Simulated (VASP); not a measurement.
# W3Br (P4/mmm) in VASP: further runs, part 2 of 2

VASP 6.6.1. The steps go on from the part before.

## (4) Relaxation of cell and atoms, PBE

This run uses another cell than the first one, of 20.33 Å³/atom.

INCAR reads:

```
  PREC = Accurate
  ENCUT = 600
  EDIFF = 1E-7
  ISMEAR = 0
  SIGMA = 0.2
  LREAL = F
  LASPH = T
  NELM = 100
  ALGO = Normal
  ISIF = 3
  LWAVE = F
  LCHARG = F
  GGA = PE
  IBRION = 2
  NSW = 36
  EDIFFG = -0.08
```

KPOINTS reads:

```
Automatic mesh
0
Gamma
  6 6 3
```

POSCAR reads:

```
W3Br
1.0
    3.2500000000      0.0000000000      0.0000000000
    0.0000000000      3.2500000000      0.0000000000
    0.0000000000      0.0000000000      7.7000000000
W Br
3 1
Direct
    0.5000000000      0.5000000000      0.0000000000
    0.0000000000      0.0000000000      0.7700000000
    0.0000000000      0.0000000000      0.2300000000
    0.5000000000      0.5000000000      0.5000000000
```

Launch:

```console
cat potpaw_PBE.64/W_sv/POTCAR potpaw_PBE.64/Br/POTCAR > POTCAR
mpirun -np 1 vasp_std > vasp.out
```

Wall time 2.4 min (1 thread of Intel Xeon 6975P-C (Granite Rapids), shared host); peak memory 0.26 GiB.

Results (log left out):

* Free energy: -37.5368 eV
* Relaxed volume: 17.16 Å³/atom
* Relaxed cell: a = 3.095 Å, b = 3.095 Å, c = 7.168 Å, α = 90.00°, β = 90.00°, γ = 90.00°
* Space group after relaxing (to 0.1 Å): P4/mmm (No. 123)
* Pressure after relaxing: 0.2 GPa
* Largest force after relaxing: 0.041 eV/Å
* Band gap on the k mesh: zero (an odd number of electrons rules out a gap without spin polarisation)

Forces in eV/Å, atoms in the order of the input:
```
W    0.000  0.000  0.000
W    0.000  0.000 -0.041
W    0.000  0.000  0.041
Br   0.000  0.000  0.000
```

Stress tensor (GPa, compression positive):
```
 0.28  0.00  0.00
 0.00  0.28  0.00
 0.00  0.00 -0.08
```

Final structure:
```yaml
crystal:
  lattice:
    - [3.09473, 0.00000, 0.00000]
    - [0.00000, 3.09473, 0.00000]
    - [0.00000, 0.00000, 7.16791]
  atoms:
    - { symbol: W, position: [0.50000, 0.50000, 0.00000] }
    - { symbol: W, position: [0.00000, 0.00000, 0.77397] }
    - { symbol: W, position: [0.00000, 0.00000, 0.22603] }
    - { symbol: Br, position: [0.50000, 0.50000, 0.50000] }
```

Levels at points of the mesh, in eV from the Fermi level:
```csv
k point,band 21,band 22,band 23,band 24,band 25,band 26,band 27,band 28
"(0.00, 0.00, 0.00)",-1.81,-0.76,-0.76,0.15,0.23,1.23,1.23,1.25
"(0.50, 0.00, 0.00)",-1.99,-1.94,-1.22,-0.12,0.94,1.23,1.26,1.41
"(0.50, 0.50, 0.00)",-1.22,-1.22,-0.18,0.24,0.27,0.27,2.09,3.59
```

Caveat: the volume moved by over 15 % at a fixed basis, so the end points are rough; spin-orbit coupling is left out, which moves the levels of the heavy elements; the relaxation stopped at a loose force limit of 0.08 eV/Å, so its end isn't a converged minimum.

## (5) Single point, PBE

INCAR reads:

```
  PREC = Accurate
  ENCUT = 520
  EDIFF = 1E-7
  ISMEAR = 0
  SIGMA = 0.1
  LREAL = F
  LASPH = T
  NELM = 60
  ALGO = Normal
  ISIF = 2
  LWAVE = F
  LCHARG = F
  GGA = PE
  NBANDS = 32
```

KPOINTS reads:

```
Automatic mesh
0
Gamma
  8 8 12
```

POSCAR reads:

```
W3Br
1.0
    5.0647983363      0.0000000000      0.0000000000
    0.0000000000      5.0647983363      0.0000000000
    0.0000000000      0.0000000000      2.7686305139
W Br
3 1
Direct
    0.0000000000      0.0000000000      0.0000000000
    0.0000000000      0.5000000000      0.5000000000
    0.5000000000      0.0000000000      0.5000000000
    0.5000000000      0.5000000000      0.5000000000
```

Launch:

```console
cat potpaw_PBE.64/W_sv/POTCAR potpaw_PBE.64/Br/POTCAR > POTCAR
mpirun -np 1 vasp_std > vasp.out
```

Run time: 96 s. Hardware: 1 thread of Intel Xeon 6975P-C (Granite Rapids), shared host; peak memory 0.32 GiB.

The run converged. Its results:

| Item | Value |
| --- | --- |
| Free energy | -35.7310 eV |
| Pressure | 0.3 GPa |
| Band gap on the k mesh | zero (an odd number of electrons rules out a gap without spin polarisation) |

Levels at points of the mesh, in eV from the Fermi level:
| k point | band 21 | band 22 | band 23 | band 24 | band 25 | band 26 | band 27 | band 28 |
| --- | --- | --- | --- | --- | --- | --- | --- | --- |
| (0.00, 0.00, 0.00) | -0.84 | -0.68 | -0.65 | 0.26 | 0.26 | 0.78 | 1.18 | 1.96 |
| (0.50, 0.00, 0.00) | -1.59 | -1.36 | -1.07 | -0.80 | -0.36 | 0.38 | 1.80 | 2.11 |
| (0.50, 0.50, 0.00) | -1.87 | -1.72 | -1.36 | -0.73 | 0.87 | 0.87 | 1.81 | 2.29 |
| (0.00, 0.00, 0.50) | -2.08 | -2.08 | -1.69 | -1.69 | -1.18 | -0.51 | -0.48 | 0.20 |
| (0.50, 0.00, 0.50) | -2.34 | -1.48 | -1.23 | -1.14 | 0.58 | 0.69 | 0.74 | 1.39 |
| (0.50, 0.50, 0.50) | -1.61 | -1.48 | 0.84 | 0.84 | 1.11 | 1.11 | 1.22 | 2.23 |

Caveat: spin-orbit coupling is left out, which moves the levels of the heavy elements.

## (6) Relaxation of cell and atoms, PBE

This run uses another cell than the first one, of 23.90 Å³/atom.

INCAR reads:

```
SYSTEM = W3Br
ALGO = Normal ; EDIFF = 1E-6
EDIFFG = -0.08 ; ENCUT = 600
GGA = PE ; IBRION = 2
ISIF = 3 ; ISMEAR = 0
LASPH = .True. ; LCHARG = .False.
LREAL = .False. ; LWAVE = .False.
NELM = 60 ; NSW = 36
PREC = Accurate ; SIGMA = 0.2
```

KPOINTS reads:

```
k-points
0
Gamma
  4 4 5
  0 0 0
```

POSCAR reads:

```
W3Br
1.0
    4.6243909200      0.0000000000      0.0000000000
    0.0000000000      4.6243909200      0.0000000000
    0.0000000000      0.0000000000      4.4700902200
W Br
3 1
Direct
    0.0000000000      0.0000000000      0.0000000000
    0.0000000000      0.5000000000      0.5000000000
    0.5000000000      0.0000000000      0.5000000000
    0.5000000000      0.5000000000      0.5000000000
```

Potentials or basis: VASP PAW PBE potentials, release 64 (W_sv, Br).

Launch:

```console
cat potpaw_PBE.64/W_sv/POTCAR potpaw_PBE.64/Br/POTCAR > POTCAR
mpirun -np 1 vasp_std > vasp.out
```

OUTCAR:

```text
SYSTEM = W3Br
   EDIFF = 1E-6
   EDIFFG = -0.08
   ENCUT = 600
   GGA = PE
   IBRION = 2
   ISIF = 3
   ISMEAR = 0
   LASPH = .True.
   LREAL = .False.
   NELM = 60
   NSW = 36
   PREC = Accurate

 ion  position               nearest neighbor table
   1  0.000  0.000  0.000-   2 3.22   3 3.22   2 3.22   3 3.22   2 3.22   2 3.22   3 3.22   3 3.22

   2  0.000  0.500  0.500-   4 2.31   4 2.31   1 3.22   1 3.22   1 3.22   1 3.22   3 3.27   3 3.27
                             3 3.27   3 3.27
   3  0.500  0.000  0.500-   4 2.31   4 2.31   1 3.22   1 3.22   1 3.22   1 3.22   2 3.27   2 3.27
                             2 3.27   2 3.27
   4  0.500  0.500  0.500-   2 2.31   3 2.31   3 2.31   2 2.31

  LATTYP: Found a simple tetragonal cell.
 ALAT       =     4.6243909200
 C/A-ratio  =     0.9666332923

  Lattice vectors:

 A1 = (   4.6243909200,   0.0000000000,   0.0000000000)
 A2 = (   0.0000000000,   4.6243909200,   0.0000000000)
 A3 = (   0.0000000000,   0.0000000000,   4.4700902200)

Analysis of symmetry for initial positions (statically):
=====================================================================
 Subroutine PRICEL returns:
 Original cell was already a primitive cell.

 Routine SETGRP: Setting up the symmetry group for a
 simple tetragonal supercell.

 Subroutine GETGRP returns: Found 16 space group operations
 (whereof 16 operations were pure point group operations)
 out of a pool of 16 trial point group operations.

The static configuration has the point symmetry D_4h.

Analysis of symmetry for dynamics (positions and initial velocities):
=====================================================================
 Subroutine PRICEL returns:
 Original cell was already a primitive cell.

 Routine SETGRP: Setting up the symmetry group for a
 simple tetragonal supercell.

 Subroutine GETGRP returns: Found 16 space group operations
 (whereof 16 operations were pure point group operations)
 out of a pool of 16 trial point group operations.

The dynamic configuration has the point symmetry D_4h.

 Subroutine INISYM returns: Found 16 space group operations
 (whereof 16 operations are pure point group operations),
 and found     1 'primitive' translations

[... 132 lines left out ...]

 number of electron      49.0000002 magnetization

 Free energy of the ion-electron system (eV)
  ---------------------------------------------------
  ext. energy  EPLUGINS =         0.00000000
  ---------------------------------------------------
  free energy    TOTEN  =       -29.98602904 eV

  energy without entropy =      -29.87168561  energy(sigma->0) =      -29.92885732

------------------------ aborting loop because EDIFF is reached ----------------------------------------

  FORCE on cell =-STRESS in cart. coord.  units (eV):
  Direction    XX          YY          ZZ          XY          YZ          ZX
  --------------------------------------------------------------------------------------
  -------------------------------------------------------------------------------------
  Total       -0.8784368     -0.8784368    -18.0260507      0.0000000     -0.0000000      0.0000000
  in kB      -14.7229804    -14.7229804   -302.1244005      0.0000000     -0.0000000      0.0000000
  external PRESSURE =    -110.5234538 kB  Pullay stress =       0.0000000 kB
[... 95 lines left out ...]
  FREE ENERGIE OF THE ION-ELECTRON SYSTEM (eV)
  ---------------------------------------------------
  free  energy   TOTEN  =       -34.1952305134 eV

  energy  without entropy=      -34.1251922882  energy(sigma->0) =      -34.16021140

 E-fermi :  10.6836     XC(G=0): -12.9448

 val. band max:       10.6393691228   @ k =   0.2500   0.0000   0.0000
 cond. band min:      10.7234852067   @ k =   0.0000   0.0000   0.2000
 fundamental gap:      0.0841160839
 Fermi energy:        10.6835948505

 k-point     1 :       0.0000    0.0000    0.0000
  band No.  band energies     occupation
      1     -63.5795      2.00000
      2     -63.5665      2.00000
      3     -63.0387      2.00000
      4     -28.2600      2.00000
      5     -28.2600      2.00000
      6     -28.0502      2.00000
[... 565 lines left out ...]
     28      13.0785      0.00000
     29      15.4668      0.00000

[... ionic steps 4 to 12 ...]

--------------------------------------- Ionic step       13  -------------------------------------------

 number of electron      48.9999990 magnetization

------------------------ aborting loop because EDIFF is reached ----------------------------------------
[... 71 lines left out ...]
--------------------------------------- Ionic step       15  -------------------------------------------

 number of electron      48.9999990 magnetization

 Free energy of the ion-electron system (eV)
  ---------------------------------------------------
  ext. energy  EPLUGINS =         0.00000000
  ---------------------------------------------------
  free energy    TOTEN  =       -35.73997884 eV

  energy without entropy =      -35.65926769  energy(sigma->0) =      -35.69962326

 E-fermi :   9.5331     XC(G=0): -12.4966

 val. band max:        9.4845308249   @ k =   0.5000   0.0000   0.2000
 cond. band min:       9.5432554122   @ k =   0.0000   0.0000   0.0000
 fundamental gap:      0.0587245873
 Fermi energy:         9.5331082001

 k-point     1 :       0.0000    0.0000    0.0000
  band No.  band energies     occupation
      1     -64.8513      2.00000
      2     -64.8444      2.00000
      3     -64.3743      2.00000
      4     -29.4020      2.00000
      5     -29.4020      2.00000
      6     -29.1974      2.00000
[... 596 lines left out ...]
  FREE ENERGIE OF THE ION-ELECTRON SYSTEM (eV)
  ---------------------------------------------------
  free  energy   TOTEN  =       -35.7399788394 eV

  energy  without entropy=      -35.6592676877  energy(sigma->0) =      -35.69962326

 reached required accuracy - stopping structural energy minimisation
```

OSZICAR:

```text
N       E                     dE             d eps       ncg     rms          rms(c)
DAV:   1     0.591845953304E+03    0.59185E+03   -0.29477E+04  1068   0.193E+03
DAV:   2     0.498128035141E+01   -0.58686E+03   -0.57421E+03  1113   0.550E+02
DAV:   3    -0.303542215321E+02   -0.35336E+02   -0.33692E+02  1378   0.116E+02
DAV:   4    -0.318095973593E+02   -0.14554E+01   -0.13899E+01  1344   0.201E+01
[... 155 lines left out ...]
DAV:   4    -0.357402205249E+02    0.59755E-03   -0.91543E-03  1253   0.718E-01    0.227E-01
DAV:   5    -0.357399836187E+02    0.23691E-03   -0.14659E-03  1243   0.293E-01    0.655E-02
DAV:   6    -0.357399805517E+02    0.30670E-05   -0.12551E-04  1212   0.774E-02    0.121E-02
DAV:   7    -0.357399787708E+02    0.17809E-05   -0.94109E-06  1133   0.236E-02    0.350E-03
DAV:   8    -0.357399788394E+02   -0.68596E-07   -0.29132E-07   567   0.415E-03
  15 F= -.35739979E+02 E0= -.35699623E+02  d E =-.180778E-01
```

Wall time 4.5 min (1 thread of Intel Xeon 6975P-C (Granite Rapids), shared host); peak memory 0.26 GiB.

Results:

- Free energy: -35.7400 eV
- Relaxed volume: 17.78 Å³/atom
- Relaxed cell: a = 5.047 Å, b = 5.047 Å, c = 2.791 Å, α = 90.00°, β = 90.00°, γ = 90.00°
- Space group after relaxing (to 0.1 Å): P4/mmm (No. 123)
- Energy gained by relaxing: 1438.5 meV/atom
- Ionic steps: 15
- Pressure after relaxing: 0.1 GPa
- Band gap on the k mesh: zero (an odd number of electrons rules out a gap without spin polarisation)

The path:
```tsv
step	energy change (eV)	largest force (eV/Å)	pressure (GPa)	volume (Å³)
1	0.0000	0.0000	-11.05	95.59
2	-3.6764	0.0000	8.18	73.23
3	-4.2092	0.0000	22.40	67.13
4	-5.3669	0.0000	15.95	66.37
5	-5.4322	0.0000	17.11	65.90
6	-5.1772	0.0000	25.17	64.63
7	-5.4445	0.0000	18.08	65.69
8	-5.3934	0.0000	21.11	65.20
9	-5.4372	0.0000	19.22	65.46
10	-5.7355	0.0000	0.91	70.64
11	-5.7359	0.0000	0.38	70.83
12	-5.7430	0.0000	0.28	70.90
13	-5.7507	0.0000	0.14	71.01
14	-5.7523	0.0000	0.12	71.21
15	-5.7539	0.0000	0.08	71.12
```

Final structure:
```yaml
crystal:
  lattice:
    - [5.04746, 0.00000, 0.00000]
    - [0.00000, 5.04746, 0.00000]
    - [0.00000, 0.00000, 2.79136]
  atoms:
    - { symbol: W, position: [0.00000, 0.00000, 0.00000] }
    - { symbol: W, position: [0.00000, 0.50000, 0.50000] }
    - { symbol: W, position: [0.50000, 0.00000, 0.50000] }
    - { symbol: Br, position: [0.50000, 0.50000, 0.50000] }
```

Caveat: the volume moved by over 15 % at a fixed basis, so the end points are rough; spin-orbit coupling is left out, which moves the levels of the heavy elements.

## (7) Single point, PBE

This run uses another cell than the first one, of 17.18 Å³/atom.

INCAR reads:

```
SYSTEM = W3Br
PREC = Accurate
ENCUT = 520
EDIFF = 1E-7
ISMEAR = 0
SIGMA = 0.1
LREAL = .False.
LASPH = .True.
NELM = 100
ALGO = Normal
ISIF = 2
LWAVE = .False.
LCHARG = .False.
GGA = PE
NBANDS = 32
```

KPOINTS reads:

```
Automatic mesh
0
Gamma
  12 12 6
  0 0 0
```

POSCAR reads:

```
W3Br
1.0
    3.0950757482      0.0000000000      0.0000000000
    0.0000000000      3.0950757482      0.0000000000
    0.0000000000      0.0000000000      7.1742958512
W Br
3 1
Direct
    0.5000000000      0.5000000000      0.0000000000
    0.0000000000      0.0000000000      0.7750362011
    0.0000000000      0.0000000000      0.2249637989
    0.5000000000      0.5000000000      0.5000000000
```

Potentials or basis: VASP PAW PBE potentials, release 64 (W_sv, Br).

Launch:

```console
cat potpaw_PBE.64/W_sv/POTCAR potpaw_PBE.64/Br/POTCAR > POTCAR
mpirun -np 1 vasp_std > vasp.out
```

OUTCAR:

```text
SYSTEM = W3Br
   PREC = Accurate
   ENCUT = 520
   EDIFF = 1E-7
   ISMEAR = 0
   LREAL = .False.
   LASPH = .True.
   NELM = 100
   ISIF = 2
   GGA = PE

 ion  position               nearest neighbor table
   1  0.500  0.500  0.000-   2 2.72   3 2.72   2 2.72   3 2.72   2 2.72   3 2.72   2 2.72   3 2.72

   2  0.000  0.000  0.775-   1 2.72   1 2.72   1 2.72   1 2.72   4 2.95   4 2.95   4 2.95   4 2.95
                             3 3.23
   3  0.000  0.000  0.225-   1 2.72   1 2.72   1 2.72   1 2.72   4 2.95   4 2.95   4 2.95   4 2.95
                             2 3.23
   4  0.500  0.500  0.500-   2 2.95   3 2.95   2 2.95   3 2.95   2 2.95   3 2.95   2 2.95   3 2.95

  LATTYP: Found a simple tetragonal cell.
 ALAT       =     3.0950757482
 C/A-ratio  =     2.3179710078

  Lattice vectors:

 A1 = (   3.0950757482,   0.0000000000,   0.0000000000)
 A2 = (   0.0000000000,   3.0950757482,   0.0000000000)
 A3 = (   0.0000000000,   0.0000000000,   7.1742958512)

Analysis of symmetry for initial positions (statically):
=====================================================================
 Subroutine PRICEL returns:
 Original cell was already a primitive cell.

 Routine SETGRP: Setting up the symmetry group for a
 simple tetragonal supercell.

[... 175 lines left out ...]
 fundamental gap:      0.0018906348
 Fermi energy:         9.8742468046

 k-point     1 :       0.0000    0.0000    0.0000
  band No.  band energies     occupation
      1     -64.1262      2.00000
      2     -64.1064      2.00000
      3     -63.6235      2.00000
      4     -28.5652      2.00000
      5     -28.4883      2.00000
      6     -28.3417      2.00000
[... 829 lines left out ...]
     31      13.7530      0.00000
     32      14.0809      0.00000

 [... further k-points ...]

------------------------ aborting loop because EDIFF is reached ----------------------------------------

  FORCE on cell =-STRESS in cart. coord.  units (eV):
  Direction    XX          YY          ZZ          XY          YZ          ZX
  --------------------------------------------------------------------------------------
  -------------------------------------------------------------------------------------
  Total        0.1691778      0.1691778      0.1394918      0.0000000      0.0000000     -0.0000000
  in kB        3.9439571      3.9439571      3.2519025      0.0000000      0.0000000     -0.0000000
  external PRESSURE =       3.7132722 kB  Pullay stress =       0.0000000 kB

 VOLUME and BASIS-vectors are now :
 -----------------------------------------------------------------------------
  energy-cutoff  :      520.00
  volume of cell :       68.73
      direct lattice vectors                 reciprocal lattice vectors
     3.095075748  0.000000000  0.000000000     0.323093870  0.000000000  0.000000000
     0.000000000  3.095075748  0.000000000     0.000000000  0.323093870  0.000000000
     0.000000000  0.000000000  7.174295851     0.000000000  0.000000000  0.139386502

 POSITION                                       TOTAL-FORCE (eV/Angst)
 -----------------------------------------------------------------------------------
      1.54754      1.54754      0.00000        -0.000000      0.000000     -0.000000
      0.00000      0.00000      5.56034        -0.000000      0.000000     -0.024044
      0.00000      0.00000      1.61396         0.000000     -0.000000      0.024044
      1.54754      1.54754      3.58715        -0.000000      0.000000     -0.000000
 -----------------------------------------------------------------------------------
    total drift:                                0.000000     -0.000000     -0.000000

  FREE ENERGIE OF THE ION-ELECTRON SYSTEM (eV)
  ---------------------------------------------------
  free  energy   TOTEN  =       -37.5057869397 eV

  energy  without entropy=      -37.4886928089  energy(sigma->0) =      -37.49723987
```

Wall time 80 s (1 thread of Intel Xeon 6975P-C (Granite Rapids), shared host); peak memory 0.32 GiB.

What came out:

```
Free energy            : -37.5058 eV
Pressure               : 0.4 GPa
Largest force          : 0.024 eV/Å
Band gap on the k mesh : zero (an odd number of electrons rules out a gap without spin polarisation)
```

Forces on the atoms (eV/Å):
```
W    0.000  0.000  0.000
W    0.000  0.000 -0.024
W    0.000  0.000  0.024
Br   0.000  0.000  0.000
```

Caveat: spin-orbit coupling is left out, which moves the levels of the heavy elements.

## (8) Overview

| task | cell | k mesh | cutoff (eV) | smearing | gap on the mesh (eV) | pressure (GPa) | relaxed volume (Å³/atom) | largest force (eV/Å) |
| --- | --- | --- | --- | --- | --- | --- | --- | --- |
| single point | a = 5.054, b = 5.054, c = 2.783 Å, 4 atoms, atomic positions A | 4 × 4 × 5 | 520 | gaussian 0.2 eV | none | 0.3 | - | - |
| single point | a = 3.093, b = 3.093, c = 7.157 Å, 4 atoms, atomic positions B | 6 × 6 × 3 | 520 | gaussian 0.2 eV | none | 0.4 | - | 0.02 |
| relaxation of cell and atoms | relaxed from a = 3.250, b = 3.250, c = 7.700 Å, 4 atoms, atomic positions C | 6 × 6 × 3 | 600 | gaussian 0.2 eV | none | 0.2 | 17.16 | 0.04 |
| single point | a = 5.065, b = 5.065, c = 2.769 Å, 4 atoms, atomic positions A | 8 × 8 × 12 | 520 | gaussian 0.1 eV | none | 0.3 | - | - |
| relaxation of cell and atoms | relaxed from a = 4.624, b = 4.624, c = 4.470 Å, 4 atoms, atomic positions A | 4 × 4 × 5 | 600 | gaussian 0.2 eV | none | 0.1 | 17.78 | - |
| single point | a = 3.095, b = 3.095, c = 7.174 Å, 4 atoms, atomic positions D | 12 × 12 × 6 | 520 | gaussian 0.1 eV | none | 0.4 | - | 0.02 |

Alike in all rows: level PBE; potentials or basis VASP PAW PBE potentials, release 64 (W_sv, Br); no spin polarisation.

Caveats: some runs use coarse meshes; spin-orbit coupling is left out, which moves the levels of the heavy elements; the volume moved by over 15 % at a fixed basis, so the end points are rough (at least some runs); the relaxation stopped at a loose force limit of 0.08 eV/Å, so its end isn't a converged minimum (at least some runs).

Absolute energies hang on the potentials; compare differences alone.

The gap in the log of VASP goes by the Fermi energy; the results here count the filled bands.